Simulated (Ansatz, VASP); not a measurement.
# One calculation of GePt, two programs

```
Pt Ge
1.0
     5.48351    0.00000    0.00000
     0.00000    3.55189    0.00000
     0.00000    0.00000    5.92591
Pt Ge
4 4
Direct
  0.99299 0.75000 0.18887
  0.00701 0.25000 0.81113
  0.50701 0.25000 0.68887
  0.49299 0.75000 0.31113
  0.81164 0.75000 0.58840
  0.18836 0.25000 0.41160
  0.68836 0.25000 0.08840
  0.31164 0.75000 0.91160
```

Alike in both runs: task relaxation of cell and atoms; functional PBEsol; k mesh 4 × 6 × 4; occupations gaussian, width 0.1 eV; no spin polarisation.

|  | VASP | Ansatz |
| --- | --- | --- |
| version | VASP 6.6.1 | Ansatz 0.2.0 |
| potentials or method | VASP PAW PBE potentials, release 64 (Pt, Ge_d), cutoff 500 eV | scalar-relativistic, plane waves, PAW |
| valence electrons in the cell | 96 | 128 |

VASP gave:

| Property | Result |
| --- | --- |
| gap on the k mesh at the Fermi level, each at its own relaxed structure (eV) | none |
| relaxed volume (Å³/atom) | 16.15 |
| relaxed cell length with the largest relative difference (Å) | 5.751 |

Q: What did Ansatz give for the same quantities?

A: gap on the k mesh at the Fermi level, each at its own relaxed structure (eV): none; relaxed volume (Å³/atom): 16.19; relaxed cell length with the largest relative difference (Å): 5.726.

VASP's potentials were made for PBE, not for PBEsol. A gap of «none» marks a metal or a gap that the smearing closes. VASP's potentials hold 96 valence electrons a cell and Ansatz's 128, so a difference there can come from the potentials and not from the codes.

Spin-orbit coupling is off throughout.
